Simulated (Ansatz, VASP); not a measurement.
# One calculation of TaWC2, two programs

```
CELL_PARAMETERS angstrom
1.55061 0.89525 5.03267
-1.55061 0.89525 5.03267
0.00000 -1.79049 5.03267
ATOMIC_POSITIONS crystal
W 0.00000 0.00000 0.00000
Ta 0.50000 0.50000 0.50000
C 0.25093 0.25093 0.25093
C 0.74907 0.74907 0.74907
```

Change from the starting cell: volume scaled by 0.96.

Alike in both runs: task single point; functional LDA; k mesh 10 × 10 × 10; occupations fermi-dirac, width 0.05 eV; no spin polarisation.

```csv
,VASP,Ansatz
version,VASP 6.6.1,Ansatz 0.2.0
potentials or method,"VASP PAW LDA potentials, release 64 (W_sv, Ta_pv, C), cutoff 520 eV","all-electron LAPW, scalar-relativistic"
```

Ansatz gave:

* gap on the k mesh at the Fermi level (eV): none
* pressure (GPa): -2.9
* rms of the force components (eV/Å): 0.033

Q: Which values does VASP return?

A: gap on the k mesh at the Fermi level (eV): none; pressure (GPa): -0.7; rms of the force components (eV/Å): 0.038.

LDA's correlation is that of Perdew and Zunger in VASP and of Perdew and Wang (1992) in Ansatz. Atom by atom the forces differ by 0.005 eV/Å (rms over components). A gap of «none» marks a metal or a gap that the smearing closes. Ansatz ran all-electron here, and VASP with PAW potentials.

Spin-orbit coupling is off throughout.
